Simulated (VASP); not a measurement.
# Ga5Mo (P4/mmm) in VASP: notebook

Ga5Mo is run at these levels: PBE; tasks: relaxation of cell and atoms, single point.

Program: VASP 6.6.1. These are calculated values, not measurements. Logs are shortened: lines on timing, memory, paths and dates and some standing lists are left out, and cuts for length are marked.

## 1. The cell of the first run

The structure is tetragonal, space group P4/mmm (No. 123). The conventional cell has a = 3.280 Å, b = 3.280 Å, c = 9.830 Å, α = 90.00°, β = 90.00°, γ = 90.00°. Within 3.7 Å of Ga (site symmetry 4mm) lie 10 Ga at 2.84 to 3.28 Å and 4 Mo at 2.84 Å. Within 3.7 Å of Ga (site symmetry 4mm) lie 13 Ga at 2.84 to 3.28 Å and 1 Mo at 3.28 Å. Within 3.7 Å of Ga (site symmetry 4/mmm) lie 14 Ga at 2.84 to 3.28 Å. Within 3.7 Å of Mo (site symmetry 4/mmm) lie 10 Ga at 2.84 to 3.28 Å and 4 Mo at 3.28 Å.

## 2. Relaxation of cell and atoms, PBE

Input file INCAR:

```
ALGO = Normal
EDIFF = 1E-6
EDIFFG = -0.08
ENCUT = 600
GGA = PE
IBRION = 2
ISIF = 3
ISMEAR = 0
LASPH = T
LCHARG = F
LREAL = F
LWAVE = F
NELM = 100
NSW = 36
PREC = Accurate
SIGMA = 0.2
```

Input file KPOINTS:

```
k-points
0
Gamma
  5 5 2
```

Input file POSCAR:

```
Ga5Mo
1.0
    3.2800000000      0.0000000000      0.0000000000
    0.0000000000      3.2800000000      0.0000000000
    0.0000000000      0.0000000000      9.8300000000
Ga Mo
5 1
Direct
    0.5000000000      0.5000000000      0.1667000000
    0.0000000000      0.0000000000      0.3333000000
    0.5000000000      0.5000000000      0.8333000000
    0.0000000000      0.0000000000      0.6667000000
    0.5000000000      0.5000000000      0.5000000000
    0.0000000000      0.0000000000      0.0000000000
```

Potentials or basis: VASP PAW PBE potentials, release 64 (Ga_d, Mo_sv).

On the command line:

```
> cat potpaw_PBE.64/Ga_d/POTCAR potpaw_PBE.64/Mo_sv/POTCAR > POTCAR
> mpirun -np 1 vasp_std > vasp.out
```

OUTCAR:

```text
EDIFF = 1E-6
   EDIFFG = -0.08
   ENCUT = 600
   GGA = PE
   IBRION = 2
   ISIF = 3
   ISMEAR = 0
   LASPH = T
   LREAL = F
   NELM = 100
   NSW = 36
   PREC = Accurate

 ion  position               nearest neighbor table
   1  0.500  0.500  0.167-   2 2.84   2 2.84   2 2.84   2 2.84   6 2.84   6 2.84   6 2.84   6 2.84

   2  0.000  0.000  0.333-   1 2.84   1 2.84   1 2.84   1 2.84   5 2.84   5 2.84   5 2.84   5 2.84

   3  0.500  0.500  0.833-   4 2.84   4 2.84   4 2.84   4 2.84   6 2.84   6 2.84   6 2.84   6 2.84

   4  0.000  0.000  0.667-   3 2.84   3 2.84   3 2.84   3 2.84   5 2.84   5 2.84   5 2.84   5 2.84

   5  0.500  0.500  0.500-   2 2.84   4 2.84   2 2.84   4 2.84   2 2.84   4 2.84   2 2.84   4 2.84

   6  0.000  0.000  0.000-   1 2.84   3 2.84   1 2.84   3 2.84   1 2.84   3 2.84   1 2.84   3 2.84

  LATTYP: Found a simple tetragonal cell.
 ALAT       =     3.2800000000
 C/A-ratio  =     2.9969512195

  Lattice vectors:

 A1 = (   3.2800000000,   0.0000000000,   0.0000000000)
 A2 = (   0.0000000000,   3.2800000000,   0.0000000000)
 A3 = (   0.0000000000,   0.0000000000,   9.8300000000)

Analysis of symmetry for initial positions (statically):
=====================================================================
 Subroutine PRICEL returns:
 Original cell was already a primitive cell.

 Routine SETGRP: Setting up the symmetry group for a
 simple tetragonal supercell.

 Subroutine GETGRP returns: Found 16 space group operations
 (whereof 16 operations were pure point group operations)
 out of a pool of 16 trial point group operations.

The static configuration has the point symmetry D_4h.

Analysis of symmetry for dynamics (positions and initial velocities):
=====================================================================
 Subroutine PRICEL returns:
 Original cell was already a primitive cell.

 Routine SETGRP: Setting up the symmetry group for a
 simple tetragonal supercell.

 Subroutine GETGRP returns: Found 16 space group operations
 (whereof 16 operations were pure point group operations)
 out of a pool of 16 trial point group operations.

The dynamic configuration has the point symmetry D_4h.

 Subroutine INISYM returns: Found 16 space group operations
 (whereof 16 operations are pure point group operations),
 and found     1 'primitive' translations

----------------------------------------------------------------------------------------

                                     Primitive cell

  volume of cell :     105.7551

  direct lattice vectors                    reciprocal lattice vectors
     3.280000000  0.000000000  0.000000000     0.304878049  0.000000000  0.000000000
     0.000000000  3.280000000  0.000000000     0.000000000  0.304878049  0.000000000
     0.000000000  0.000000000  9.830000000     0.000000000  0.000000000  0.101729400

  length of vectors
     3.280000000  3.280000000  9.830000000     0.304878049  0.304878049  0.101729400

  position of ions in fractional coordinates (direct lattice)
     0.500000000  0.500000000  0.166700000
     0.000000000  0.000000000  0.333300000
     0.500000000  0.500000000  0.833300000
     0.000000000  0.000000000  0.666700000
     0.500000000  0.500000000  0.500000000
     0.000000000  0.000000000  0.000000000

  ion indices of the primitive-cell ions
   primitive index   ion index
                 1           1
                 2           2
                 3           3
                 4           4
                 5           5
                 6           6

----------------------------------------------------------------------------------------

 KPOINTS: k-points

Automatic generation of k-mesh.
 Grid dimensions read from file:
 generate k-points for:    5    5    2

 Generating k-lattice:

  Cartesian coordinates                     Fractional coordinates (reciprocal lattice)
     0.060975610  0.000000000  0.000000000     0.200000000  0.000000000  0.000000000
     0.000000000  0.060975610  0.000000000     0.000000000  0.200000000  0.000000000
[... 46 lines left out ...]
   EFERMI_NEDOS =   21; number of points for ismear=-14 and -15
   IALGO  =     38    algorithm
   IMIX   =      4    mixing-type and parameters
     AMIX     =   0.40;   BMIX     =  1.00
     AMIX_MAG =   1.60;   BMIX_MAG =  1.00
  volume/ion in A,a.u.               =      17.63       118.95
  Fermi-wavevector in a.u.,A,eV,Ry     =   1.485423  2.807042 30.021001  2.206481
  Thomas-Fermi vector in A             =   2.598837
   LORBIT       =      0    0 simple, 1 ext, 2 COOP (PROOUT), +10 PAW based schemes
   GGA     = PE    functional components
   LHFCALC =     F    Hartree Fock is set to
   AEXX    =    0.0000 exact exchange contribution
   IVDW    =     0    specifies the selected vdW correction
   LEPSILON=     F    determine dielectric tensor
   LRPA    =     F    only Hartree local field effects (RPA)
 conjugate gradient relaxation of ions
 non-spin polarized calculation
 Gauss-broadening in eV      SIGMA  =   0.20
  energy-cutoff  :      600.00
  volume of cell :      105.76
 maximum number of plane-waves:      3575
 NGX is ok and might be reduce to    28
   NGX = 13   NGY = 13   NGZ = 39

--------------------------------------- Ionic step        1  -------------------------------------------

 number of electron      78.9999978 magnetization

 Free energy of the ion-electron system (eV)
  ---------------------------------------------------
  ext. energy  EPLUGINS =         0.00000000
  ---------------------------------------------------
  free energy    TOTEN  =       -24.30309468 eV

  energy without entropy =      -24.19728862  energy(sigma->0) =      -24.25019165

------------------------ aborting loop because EDIFF is reached ----------------------------------------

  FORCE on cell =-STRESS in cart. coord.  units (eV):
  Direction    XX          YY          ZZ          XY          YZ          ZX
  --------------------------------------------------------------------------------------
  -------------------------------------------------------------------------------------
  Total       -1.1153452     -1.1153452     -3.8728235      0.0000000     -0.0000000      0.0000000
  in kB      -16.8973527    -16.8973527    -58.6728364      0.0000000     -0.0000000      0.0000000
  external PRESSURE =     -30.8225139 kB  Pullay stress =       0.0000000 kB
[... 101 lines left out ...]
  FREE ENERGIE OF THE ION-ELECTRON SYSTEM (eV)
  ---------------------------------------------------
  free  energy   TOTEN  =       -24.6211178730 eV

  energy  without entropy=      -24.5620099139  energy(sigma->0) =      -24.59156389

[... ionic steps 4 to 19 ...]

--------------------------------------- Ionic step       20  -------------------------------------------

 number of electron      79.0000015 magnetization

------------------------ aborting loop because EDIFF is reached ----------------------------------------

  FORCE on cell =-STRESS in cart. coord.  units (eV):
  Direction    XX          YY          ZZ          XY          YZ          ZX
  --------------------------------------------------------------------------------------
  -------------------------------------------------------------------------------------
  Total       -0.0860208     -0.0860208     -0.2349692      0.0000000      0.0000000      0.0000000
  in kB       -1.3958566     -1.3958566     -3.8128362      0.0000000      0.0000000      0.0000000
  external PRESSURE =      -2.2015164 kB  Pullay stress =       0.0000000 kB
[... 65 lines left out ...]
  energy  without entropy=      -25.4365304624  energy(sigma->0) =      -25.45663330

--------------------------------------- Ionic step       22  -------------------------------------------

 number of electron      79.0000009 magnetization

 Free energy of the ion-electron system (eV)
  ---------------------------------------------------
  ext. energy  EPLUGINS =         0.00000000
  ---------------------------------------------------
  free energy    TOTEN  =       -25.47791061 eV

  energy without entropy =      -25.43815512  energy(sigma->0) =      -25.45803286

 E-fermi :   7.5342     XC(G=0): -11.9576

 val. band max:        7.5073030113   @ k =   0.4000   0.0000   0.0000
 cond. band min:       7.6546586972   @ k =   0.0000   0.0000   0.0000
 fundamental gap:      0.1473556859
 Fermi energy:         7.5341893422

 k-point     1 :       0.0000    0.0000    0.0000
  band No.  band energies     occupation
      1     -53.1092      2.00000
      2     -27.2704      2.00000
      3     -27.1563      2.00000
      4     -27.1563      2.00000
      5      -7.6954      2.00000
      6      -7.6695      2.00000
[... 622 lines left out ...]
  FREE ENERGIE OF THE ION-ELECTRON SYSTEM (eV)
  ---------------------------------------------------
  free  energy   TOTEN  =       -25.4779106080 eV

  energy  without entropy=      -25.4381551191  energy(sigma->0) =      -25.45803286

 reached required accuracy - stopping structural energy minimisation
```

It took 36 min on 1 thread of Intel Xeon 8259CL, shared host; peak memory 0.28 GiB.

What came out:

* Free energy: -25.4779 eV
* Relaxed volume: 16.41 Å³/atom
* Relaxed cell: a = 3.501 Å, b = 3.501 Å, c = 8.029 Å, α = 90.00°, β = 90.00°, γ = 90.00°
* Space group after relaxing (to 0.1 Å): P4/mmm (No. 123)
* Energy gained by relaxing: 195.8 meV/atom
* Ionic steps: 22
* Pressure after relaxing: 0.1 GPa
* Largest force after relaxing: 0.039 eV/Å
* Band gap on the k mesh: zero (an odd number of electrons rules out a gap without spin polarisation)

Forces in eV/Å, atoms in the order of the input:
```
Ga   0.000  0.000 -0.039
Ga   0.000  0.000 -0.017
Ga   0.000  0.000  0.039
Ga   0.000  0.000  0.017
Ga   0.000  0.000  0.000
Mo   0.000  0.000  0.000
```

Step by step:
| step | energy change (eV) | largest force (eV/Å) | pressure (GPa) | volume (Å³) |
| --- | --- | --- | --- | --- |
| 1 | 0.0000 | 1.2396 | -3.08 | 105.76 |
| 2 | -0.2439 | 1.0567 | 0.87 | 100.63 |
| 3 | -0.3180 | 0.4397 | 7.93 | 94.78 |
| 4 | -0.3281 | 0.6507 | 5.85 | 96.36 |
| 5 | -0.4471 | 0.4170 | 5.93 | 96.23 |
| 6 | -0.6739 | 0.8065 | 7.49 | 95.66 |
| 7 | -0.8470 | 0.7798 | 3.02 | 99.23 |
| 8 | -0.9008 | 0.7953 | -1.83 | 104.29 |
| 9 | -0.9055 | 0.7874 | -1.15 | 103.26 |
| 10 | -0.9055 | 0.7850 | -0.73 | 102.98 |
| 11 | -0.9373 | 0.6397 | -0.89 | 102.68 |
| 12 | -1.0105 | 0.2435 | -1.05 | 101.76 |
| 13 | -1.0482 | 0.6871 | -0.50 | 99.86 |
| 14 | -1.0545 | 0.4954 | -0.80 | 100.49 |
| 15 | -1.0942 | 0.6497 | -0.05 | 99.39 |
| 16 | -1.1148 | 0.7594 | 1.23 | 97.99 |
| 17 | -1.1503 | 0.4379 | 0.42 | 98.45 |
| 18 | -1.1541 | 0.2678 | 0.02 | 98.66 |
| 19 | -1.1707 | 0.1296 | -0.10 | 98.71 |
| 20 | -1.1736 | 0.1376 | -0.22 | 98.74 |
| 21 | -1.1736 | 0.1376 | -0.22 | 98.73 |
| 22 | -1.1748 | 0.0387 | 0.14 | 98.44 |

Final structure:
```
Ga Mo
1.0
     3.50147    0.00000    0.00000
     0.00000    3.50147    0.00000
     0.00000    0.00000    8.02918
Ga Mo
5 1
Cartesian
  1.7507 1.7507 1.2725
  0.0000 0.0000 2.6768
  1.7507 1.7507 6.7566
  0.0000 0.0000 5.3524
  1.7507 1.7507 4.0146
  3.5015 3.5015 8.0292
```

Levels at points of the mesh, in eV from the Fermi level:
```
           k point  band 35  band 36  band 37  band 38  band 39  band 40  band 41  band 42  band 43  band 44
(0.00, 0.00, 0.00)    -1.49    -0.84    -0.84     0.12     0.12     0.62     0.70     2.41     2.75     3.74
(0.00, 0.00, 0.50)    -1.08    -1.08    -0.96     0.56     0.62     1.26     1.26     1.60     1.60     3.10
```

Caveat: the k points lie up to 0.39 Å⁻¹ apart in the final cell, too coarse for converged energies and pressures of a metal; a cell axis changed by over 15 % at a fixed basis, so the end point is rough; the relaxation stopped at a loose force limit of 0.08 eV/Å, so its end isn't a converged minimum.

(Continued in part 2 of 2.)
